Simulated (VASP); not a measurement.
Runs of VASP 6.6.1 on Tl. The structure is that of space group P6/mmm (No. 191), or close to it. The cells are those of the table. 

| task | cell | cutoff (eV) | gap on the mesh (eV) | pressure (GPa) |
| --- | --- | --- | --- | --- |
| single point | a = 5.925, b = 5.925, c = 3.639 Å, angles 90.0, 90.0, 120.0°, 3 atoms | 520 | none | -1.2 |
| relaxation of cell and atoms | relaxed from a = 5.411, b = 5.411, c = 3.317 Å, angles 90.0, 90.0, 120.0°, 3 atoms | 600 | none | 0.0 |
| single point | a = 5.697, b = 5.697, c = 3.499 Å, angles 90.0, 90.0, 120.0°, 3 atoms | 520 | none | 0.8 |
| single point | a = 5.534, b = 5.534, c = 3.399 Å, angles 90.0, 90.0, 120.0°, 3 atoms | 520 | none | (b) |
| single point | a = 5.616, b = 5.616, c = 3.450 Å, angles 90.0, 90.0, 120.0°, 3 atoms | 520 | none | 1.9 |
| single point | a = 5.851, b = 5.851, c = 3.594 Å, angles 90.0, 90.0, 120.0°, 3 atoms | 520 | none | (a) |

Alike in all rows: level RPBE; potentials or basis VASP PAW PBE potentials, release 64 (Tl_d); no spin polarisation; k mesh 7 × 7 × 10; smearing fermi-dirac 0.1 eV.

**Question.** Fill in the values left out.

**Answer.** (a) -0.7; (b) 3.3.

Caveats: the PAW data sets were made with another functional, which shifts forces and pressure a little; spin-orbit coupling is left out, which moves the levels of the heavy elements.

A k mesh can miss the band edges, and the runs leave out spin-orbit coupling on Tl.

A gap of «none» marks levels without a gap at the run's occupations.
